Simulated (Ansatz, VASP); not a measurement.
SnTe in VASP and in Ansatz

File INCAR:

```
SYSTEM = SnTe
PREC = Accurate
ENCUT = 600
EDIFF = 1E-6
ISMEAR = -1
SIGMA = 0.005
LREAL = .FALSE.
LASPH = .TRUE.
NELM = 100
ALGO = Normal
ISIF = 3
LWAVE = .FALSE.
LCHARG = .FALSE.
GGA = CA
IBRION = 2
NSW = 100
EDIFFG = -0.002
```

KPOINTS

```
regular mesh
0
G
  14 14 14
  0 0 0
```

Contents of POSCAR:

```
SnTe
1.0
    0.0000000000      3.1508500000      3.1508500000
    3.1508500000      0.0000000000      3.1508500000
    3.1508500000      3.1508500000      0.0000000000
Sn Te
1 1
Direct
    0.0000000000      0.0000000000      0.0000000000
    0.5000000000      0.5000000000      0.5000000000
```

Input for Ansatz:

```yaml
crystal:
  lattice:
    - [0.0, 3.15085, 3.15085]
    - [3.15085, 0.0, 3.15085]
    - [3.15085, 3.15085, 0.0]
  atoms:
    - { symbol: Sn, position: [0.0, 0.0, 0.0] }
    - { symbol: Te, position: [0.5, 0.5, 0.5] }
kpoints:
  mp_grid: { grid: [14, 14, 14] }
scf:
  occupations: { method: fermi_dirac, width: 0.005 }
  eigensolver: { kind: davidson }
hamiltonian:
  xc: lda
  pseudopotentials: { kind: paw }
relax:
  f_tol: 0.002
  max_steps: 80
  cell: {}
output:
  forces: true
  stress: true
```

Alike in both runs: task relaxation of cell and atoms; functional LDA; k mesh 14 × 14 × 14; occupations fermi-dirac, width 0.005 eV; no spin polarisation.

|  | VASP | Ansatz |
| --- | --- | --- |
| version | VASP 6.6.1 | Ansatz 0.2.0 |
| potentials or method | VASP PAW LDA potentials, release 64 (Sn_d, Te) | PAW with Ansatz's default frozen-core files, scalar-relativistic |
| plane-wave cutoff (eV) | 600 | 420 |
| valence electrons in the cell | 20 | 30 |

VASP gave:

* relaxed volume (Å³/atom): 30.37
* relaxed cell length with the largest relative difference (Å): 4.412

Problem. What did Ansatz give for the same quantities?

Solution. Relaxed volume (Å³/atom): 30.33; relaxed cell length with the largest relative difference (Å): 4.410.

LDA's correlation is that of Perdew and Zunger in VASP and of Perdew and Wang (1992) in Ansatz. VASP's potentials hold 20 valence electrons a cell and Ansatz's 30, so a difference there can come from the potentials and not from the codes.

Neither program's run includes spin-orbit coupling.
